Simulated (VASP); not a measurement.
Input of a VASP 6.6.1 run:

Contents of INCAR:

```
PREC     = Accurate       # precision mode
ENCUT    = 520            # plane-wave cutoff, eV
EDIFF    = 1E-6           # SCF threshold, eV
ISMEAR   = 0              # smearing method
SIGMA    = 0.1            # smearing width, eV
LREAL    = F              # projectors in reciprocal space
LASPH    = T              # aspherical terms in the spheres
NELM     = 60             # most SCF steps
ALGO     = Normal         # electronic algorithm
ISIF     = 2              # what is computed and relaxed
LWAVE    = F              # write WAVECAR
LCHARG   = F              # write CHGCAR
GGA      = PE             # functional
NBANDS   = 38             # bands
```

Contents of KPOINTS:

```
regular mesh
0
Gamma
  8 8 8
```

File POSCAR:

```
Ge4As
1.0
    5.0133313596      0.0000000000      0.0000000000
    0.0000000000      5.0133313596      0.0000000000
    0.0000000000      0.0000000000      5.0133313596
Ge As
4 1
Direct
    0.5000000000      0.5000000000      0.5000000000
    0.5000000000      0.0000000000      0.0000000000
    0.0000000000      0.5000000000      0.0000000000
    0.0000000000      0.0000000000      0.5000000000
    0.0000000000      0.0000000000      0.0000000000
```

Potentials or basis: VASP PAW PBE potentials, release 64 (Ge_d, As).

Run with:

```sh
$ cat potpaw_PBE.64/Ge_d/POTCAR potpaw_PBE.64/As/POTCAR > POTCAR
$ mpirun -np 1 vasp_std > vasp.out
```

Problem. Estimate the band gap on the k mesh.

Solution. Zero (an odd number of electrons rules out a gap without spin polarisation).

Problem. Estimate the pressure.

Solution. 0.1 GPa.

Caveat: an odd number of electrons without spin polarisation forces a metal; a magnetic or distorted state may lie lower.
